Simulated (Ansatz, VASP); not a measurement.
**One calculation of SiSe, two programs**

```
Si Se
1.0
     0.00000    3.06938    3.06938
     3.06938    0.00000    3.06938
     3.06938    3.06938    0.00000
Si Se
1 1
Direct
  0.00000 0.00000 0.00000
  0.25000 0.25000 0.25000
```

Alike in both runs: functional PBE; k mesh 16 × 16 × 16; occupations gaussian, width 0.1 eV; no spin polarisation.

Ansatz relaxed the structure, and its values are those at the end. VASP's run is a single point on that final structure, the one shown.

|  | VASP | Ansatz |
| --- | --- | --- |
| version | VASP 6.6.1 | Ansatz 0.2.0 |
| potentials or method | VASP PAW PBE potentials, release 64 (Si, Se), cutoff 520 eV | scalar-relativistic, plane waves, PAW |
| valence electrons in the cell | 10 | 20 |

```csv
,VASP,Ansatz,Ansatz less VASP
gap on the k mesh at the Fermi level (eV),none,none,-
pressure (GPa),0.0,0.0,-0.02
```

A gap of «none» marks a metal or a gap that the smearing closes. VASP's potentials hold 10 valence electrons a cell and Ansatz's 20, so a difference there can come from the potentials and not from the codes.
